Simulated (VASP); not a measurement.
# ZnCu (Pm-3m) in VASP: notebook

The runs below take ZnCu through equation of state, with PBE+D3(BJ).

Everything below comes from runs of VASP 6.6.1. Logs are shortened: lines on timing, memory, paths and dates and some standing lists are left out, and cuts for length are marked.

## Step 1: The cell of the first run

The structure is cubic, space group Pm-3m (No. 221). The conventional cell has a = 2.945 Å, b = 2.945 Å, c = 2.945 Å, α = 90.00°, β = 90.00°, γ = 90.00°. Zn (site symmetry m-3m) has 8 Cu at 2.55 Å and 6 Zn at 2.94 Å within 3.4 Å. Cu (site symmetry m-3m) has 8 Zn at 2.55 Å and 6 Cu at 2.94 Å within 3.4 Å.

## Step 2: Equation of state, PBE+D3(BJ)

Contents of POSCAR.step1:

```
ZnCu
1.0
    2.8642740932      0.0000000000      0.0000000000
    0.0000000000      2.8642740932      0.0000000000
    0.0000000000      0.0000000000      2.8642740932
Zn Cu
1 1
Direct
    0.5000000000      0.5000000000      0.5000000000
    0.0000000000      0.0000000000      0.0000000000
```

Contents of POSCAR.step2:

```
ZnCu
1.0
    2.9051978236      0.0000000000      0.0000000000
    0.0000000000      2.9051978236      0.0000000000
    0.0000000000      0.0000000000      2.9051978236
Zn Cu
1 1
Direct
    0.5000000000      0.5000000000      0.5000000000
    0.0000000000      0.0000000000      0.0000000000
```

Contents of POSCAR.step3:

```
ZnCu
1.0
    2.9450000000      0.0000000000      0.0000000000
    0.0000000000      2.9450000000      0.0000000000
    0.0000000000      0.0000000000      2.9450000000
Zn Cu
1 1
Direct
    0.5000000000      0.5000000000      0.5000000000
    0.0000000000      0.0000000000      0.0000000000
```

Contents of POSCAR.step4:

```
ZnCu
1.0
    2.9837544443      0.0000000000      0.0000000000
    0.0000000000      2.9837544443      0.0000000000
    0.0000000000      0.0000000000      2.9837544443
Zn Cu
1 1
Direct
    0.5000000000      0.5000000000      0.5000000000
    0.0000000000      0.0000000000      0.0000000000
```

Contents of POSCAR.step5:

```
ZnCu
1.0
    3.0215274978      0.0000000000      0.0000000000
    0.0000000000      3.0215274978      0.0000000000
    0.0000000000      0.0000000000      3.0215274978
Zn Cu
1 1
Direct
    0.5000000000      0.5000000000      0.5000000000
    0.0000000000      0.0000000000      0.0000000000
```

Contents of INCAR:

```
SYSTEM = ZnCu
GGA      = PE             ! functional
IVDW     = 12             ! dispersion correction
ISMEAR   = 1              ! smearing method
SIGMA    = 0.1            ! smearing width, eV
LWAVE    = .False.        ! write WAVECAR
LCHARG   = .False.        ! write CHGCAR
ISIF     = 2              ! what is computed and relaxed
NSW      = 0              ! ionic steps
PREC     = Accurate       ! precision mode
LASPH    = .True.         ! aspherical terms in the spheres
LREAL    = .False.        ! projectors in reciprocal space
ALGO     = Normal         ! electronic algorithm
EDIFF    = 1E-6           ! SCF threshold, eV
NELM     = 120            ! most SCF steps
GGA_COMPAT= .False.      
ENCUT    = 380            ! plane-wave cutoff, eV
```

Contents of KPOINTS:

```
Automatic mesh
0
Gamma
  12 12 12
  0 0 0
```

Potentials or basis: VASP PAW PBE potentials, release 64 (Zn, Cu).

Started as:

```bash
$ cat potpaw_PBE.64/Zn/POTCAR potpaw_PBE.64/Cu/POTCAR > POTCAR
$ cp POSCAR.step1 POSCAR
$ mpirun -np 1 vasp_std > vasp.out
$ cp POSCAR.step2 POSCAR
$ mpirun -np 1 vasp_std > vasp.out
$ cp POSCAR.step3 POSCAR
$ mpirun -np 1 vasp_std > vasp.out
$ cp POSCAR.step4 POSCAR
$ mpirun -np 1 vasp_std > vasp.out
$ cp POSCAR.step5 POSCAR
$ mpirun -np 1 vasp_std > vasp.out
```

OUTCAR:

```text
SYSTEM = ZnCu
   GGA = PE
   IVDW = 12
   ISMEAR = 1
   ISIF = 2
   NSW = 0
   PREC = Accurate
   LASPH = .True.
   LREAL = .False.
   EDIFF = 1E-6
   NELM = 120
   ENCUT = 380
 IVDW          = 12

 s9            =  0.00000000  s9, scaling of the three-body dispersion

 Found     84 irreducible k-points:

 Following reciprocal coordinates:
            Coordinates               Weight
  0.000000  0.000000  0.000000      1.000000
  0.083333  0.000000  0.000000      6.000000
  0.166667  0.000000  0.000000      6.000000
  0.250000  0.000000  0.000000      6.000000
  0.333333  0.000000  0.000000      6.000000
  0.416667  0.000000  0.000000      6.000000
   k-points           NKPTS =     84   k-points in BZ     NKDIM =     84   number of bands    NBANDS=     15
   number of dos      NEDOS =    301   number of ions     NIONS =      2
   total plane-waves  NPLWV =   8000
   dimension x,y,z NGX =    20 NGY =   20 NGZ =   20
   dimension x,y,z NGXF=    40 NGYF=   40 NGZF=   40
   ions per type =               1   1
   NGX,Y,Z   is equivalent  to a cutoff of  11.00, 11.00, 11.00 a.u.
   NGXF,Y,Z  is equivalent  to a cutoff of  22.01, 22.01, 22.01 a.u.
 SYSTEM =  ZnCu
   PREC   = accura    normal or accurate (medium, high low for compatibility)
   ISTART =      0    job   : 0-new  1-cont  2-samecut
   ICHARG =      2    charge: 1-file 2-atom 10-const
   ISPIN  =      1    spin polarized calculation?
   LNONCOLLINEAR =      F non collinear calculations
   LSORBIT =      F    spin-orbit coupling
   LASPH  =      T    aspherical Exc in radial PAW
   ENCUT  =  380.0 eV  27.93 Ry    5.28 a.u.   4.80  4.80  4.80*2*pi/ulx,y,z
   NELM   =    120;   NELMIN=  2; NELMDL=  0     # of ELM steps
   EDIFF  = 0.1E-05   stopping-criterion for ELM
   LREAL  =      F    real-space projection
   EDIFFG = 0.1E-04   stopping-criterion for IOM
   NSW    =      0    number of steps for IOM
   IBRION =     -1    ionic relax: 0-MD 1-quasi-New 2-CG
   NFREE  =      0    steps in history (QN), initial steepest desc. (CG)
   ISIF   =      2    stress and relaxation
   ISYM   =      2    0-nonsym 1-usesym 2-fastsym
   POTIM  = 0.5000    time-step for ionic-motion
   TEBEG  =    0.0;   TEEND  =   0.0 temperature during run

   SCALEE = 1.0000    scale energy and forces
   PSTRESS=    0.0 pullay stress
   NELECT =      23.0000    total number of electrons
   NUPDOWN=      -1.0000    fix difference up-down
   EMIN   =  10.00;   EMAX   =-10.00  energy-range for DOS
   EFERMI =   0.00;   METHOD = LEGACY
   ISMEAR =     1;   SIGMA  =   0.10  broadening in eV -4-tet -1-fermi 0-gaus
   EFERMI_NEDOS =   21; number of points for ismear=-14 and -15
   IALGO  =     38    algorithm
   IMIX   =      4    mixing-type and parameters
     AMIX     =   0.40;   BMIX     =  1.00
     AMIX_MAG =   1.60;   BMIX_MAG =  1.00
  volume/ion in A,a.u.               =      13.79        93.08
  Fermi-wavevector in a.u.,A,eV,Ry     =   1.540840  2.911765 32.302790  2.374188
  Thomas-Fermi vector in A             =   2.646870
   LORBIT       =      0    0 simple, 1 ext, 2 COOP (PROOUT), +10 PAW based schemes
   GGA     = PE    functional components
   LHFCALC =     F    Hartree Fock is set to
   AEXX    =    0.0000 exact exchange contribution
   IVDW    =    12    specifies the selected vdW correction
   LEPSILON=     F    determine dielectric tensor
   LRPA    =     F    only Hartree local field effects (RPA)

   CSHIFT  =0.1000    complex shift for real part using Kramers Kronig

   OMEGAMAX=  -1.0    maximum frequency
 non-spin polarized calculation
 Methfessel and Paxton  Order N= 1 SIGMA  =   0.10
  energy-cutoff  :      380.00
  volume of cell :       27.59
 maximum number of plane-waves:       480
 NGX is ok and might be reduce to    20
   NGX =  9   NGY =  9   NGZ =  9

 number of electron      22.9999925 magnetization

 Free energy of the ion-electron system (eV)
  ---------------------------------------------------
  ext. energy  EPLUGINS =         0.00000000
  ---------------------------------------------------
  free energy    TOTEN  =        -4.98911019 eV

  energy without entropy =       -4.98905551  energy(sigma->0) =       -4.98909196

 E-fermi :   4.7326     XC(G=0): -11.9774

 val. band max:        4.7007958730   @ k =   0.5000   0.3333   0.3333
 cond. band min:       4.8864884878   @ k =   0.3333   0.3333   0.0000
 fundamental gap:      0.1856926148
 Fermi energy:         4.7325508262

 k-point     1 :       0.0000    0.0000    0.0000
  band No.  band energies     occupation
      1      -4.9246      2.00000
      2      -2.7703      2.00000
      3      -2.7703      2.00000
      4      -2.1905      2.00000
      5      -2.1905      2.00000
      6      -2.1905      2.00000
      7       1.4766      2.00000
      8       1.4766      2.00000
      9       2.2366      2.00000
     10       2.2366      2.00000
     11       2.2366      2.00000
     12      10.7939      0.00000
     13      10.7939      0.00000
     14      10.7939      0.00000
     15      15.6224      0.00000

 k-point     2 :       0.0833    0.0000    0.0000
  band No.  band energies     occupation
      1      -4.8056      2.00000
      2      -2.7590      2.00000
      3      -2.7467      2.00000
      4      -2.2003      2.00000
      5      -2.2003      2.00000
      6      -2.1862      2.00000
      7       1.4721      2.00000
      8       1.4872      2.00000
      9       2.2007      2.00000
     10       2.2007      2.00000
     11       2.2331      2.00000
     12       9.6702      0.00000
     13      10.9705      0.00000
     14      10.9705      0.00000
     15      15.6894      0.00000

 k-point     3 :       0.1667    0.0000    0.0000
  band No.  band energies     occupation
      1      -4.4543      2.00000
      2      -2.7278      2.00000
      3      -2.6778      2.00000
      4      -2.2272      2.00000
      5      -2.2272      2.00000
      6      -2.1744      2.00000
      7       1.4596      2.00000
      8       1.5067      2.00000
      9       2.1061      2.00000
     10       2.1061      2.00000
     11       2.2232      2.00000
     12       7.6728      0.00000
     13      11.4855      0.00000
     14      11.4855      0.00000
     15      15.8950      0.00000

 k-point     4 :       0.2500    0.0000    0.0000
  band No.  band energies     occupation
      1      -3.8962      2.00000
      2      -2.6848      2.00000
      3      -2.5593      2.00000
      4      -2.2635      2.00000
      5      -2.2635      2.00000
      6      -2.1582      2.00000
      7       1.4421      2.00000
      8       1.4874      2.00000
      9       1.9847      2.00000
     10       1.9847      2.00000
     11       2.2097      2.00000
     12       5.7076     -0.00000
     13      12.3028      0.00000
     14      12.3028      0.00000
     15      16.2375      0.00000

 k-point     5 :       0.3333    0.0000    0.0000
  band No.  band energies     occupation
      1      -3.2409      2.00000
      2      -2.6410      2.00000
      3      -2.3165      2.00000
      4      -2.2994      2.00000
      5      -2.2994      2.00000
      6      -2.1417      2.00000
      7       1.2910      2.00000
      8       1.4241      2.00000
      9       1.8713      2.00000
     10       1.8713      2.00000
     11       2.1962      2.00000
     12       4.0798      2.00000
     13      13.3801      0.00000
     14      13.3801      0.00000
     15      16.7295      0.00000

 k-point     6 :       0.4167    0.0000    0.0000
  band No.  band energies     occupation
      1      -2.8387      2.00000
      2      -2.6087      2.00000
      3      -2.3260      2.00000
      4      -2.3260      2.00000
      5      -2.1297      2.00000
      6      -1.6596      2.00000
      7       0.6336      2.00000
      8       1.4105      2.00000
      9       1.7921      2.00000
     10       1.7921      2.00000
     11       2.1862      2.00000
     12       3.1353      2.00000
     13      14.6739      0.00000
     14      14.6739      0.00000
     15      17.3488      0.00000

 [... further k-points ...]

------------------------ aborting loop because EDIFF is reached ----------------------------------------

 Edisp (eV)   -0.93579

 E8    (eV) :    -0.3964

  FORCE on cell =-STRESS in cart. coord.  units (eV):
  Direction    XX          YY          ZZ          XY          YZ          ZX
  --------------------------------------------------------------------------------------
  -------------------------------------------------------------------------------------
  Total      -1.97626    -1.97626    -1.97626    -0.00000     0.00000    -0.00000
  in kB    -114.78248  -114.78248  -114.78248    -0.00000     0.00000    -0.00000
  external pressure =     -114.78 kB  Pullay stress =        0.00 kB

 VOLUME and BASIS-vectors are now :
 -----------------------------------------------------------------------------
  energy-cutoff  :      380.00
  volume of cell :       27.59
      direct lattice vectors                 reciprocal lattice vectors
     3.021527498  0.000000000  0.000000000     0.330958431  0.000000000  0.000000000
     0.000000000  3.021527498  0.000000000     0.000000000  0.330958431  0.000000000
     0.000000000  0.000000000  3.021527498     0.000000000  0.000000000  0.330958431

 POSITION                                       TOTAL-FORCE (eV/Angst)
 -----------------------------------------------------------------------------------
      1.51076      1.51076      1.51076         0.000000      0.000000      0.000000
      0.00000      0.00000      0.00000         0.000000      0.000000      0.000000
 -----------------------------------------------------------------------------------
    total drift:                               -0.000000      0.000000     -0.000000

  FREE ENERGIE OF THE ION-ELECTRON SYSTEM (eV)
  ---------------------------------------------------
  free  energy   TOTEN  =        -5.9249028825 eV

  energy  without entropy=       -5.9248481943  energy(sigma->0) =       -5.92488465
```

Wall time 41 s (1 thread of Intel Xeon 6975P-C (Granite Rapids), shared host); peak memory 0.14 GiB.

What came out:

```
Equilibrium volume                      : 12.41 Å³/atom
Bulk modulus                            : 133 GPa
Pressure derivative of the bulk modulus : 5.1 (rough: it moves with the points fitted)
```

Energy against volume, from the lowest point:
| volume (Å³/atom) | energy (meV/atom) |
| --- | --- |
| 11.749 | 15.28 |
| 12.260 | 0.00 |
| 12.771 | 3.45 |
| 13.282 | 21.63 |
| 13.793 | 51.09 |

(Continued in part 2 of 2.)
